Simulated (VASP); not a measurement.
# HfN: single point with PBE

System: HfN, a slab with vacuum.

```
Hf N
1.0
     3.21598    0.00000    0.00000
     0.00000    3.21598    0.00000
     0.00000    0.00000   20.54810
Hf N
3 3
Direct
  0.25000 0.25000 0.39576
  0.75000 0.75000 0.50000
  0.25000 0.25000 0.60424
  0.75000 0.75000 0.38486
  0.25000 0.25000 0.50000
  0.75000 0.75000 0.61514
```

```json
{
  "Program": "VASP 6.6.1",
  "Task": "single point",
  "Functional": "PBE",
  "Potentials or basis": "VASP PAW PBE potentials, release 64 (Hf_pv, N)",
  "Cutoff": "520 eV",
  "k mesh": "11 × 11 × 1",
  "Occupations": "fermi-dirac, width 0.08 eV",
  "Spin": "no spin polarisation"
}
```

```
Largest force          : 0.085 eV/Å
Band gap on the k mesh : zero (an odd number of electrons rules out a gap without spin polarisation)
```

Forces in eV/Å, atoms in the order of the input:
```
Hf   0.000  0.000  0.085
Hf   0.000  0.000  0.000
Hf   0.000  0.000 -0.085
N    0.000  0.000  0.062
N    0.000  0.000  0.000
N    0.000  0.000 -0.062
```

Levels at points of the mesh, in eV from the Fermi level:
| k point | band 21 | band 22 | band 23 | band 24 | band 25 | band 26 |
| --- | --- | --- | --- | --- | --- | --- |
| (0.00, 0.00, 0.00) | -2.60 | -2.60 | -2.03 | -0.55 | -0.05 | 0.26 |

Run time: 2.9 min on 1 thread of Intel(R) Xeon(R) 6975P-C (Granite Rapids) (shared host), peak memory 0.34 GiB.

Caveat: spin-orbit coupling is left out, which moves the levels of the heavy elements.
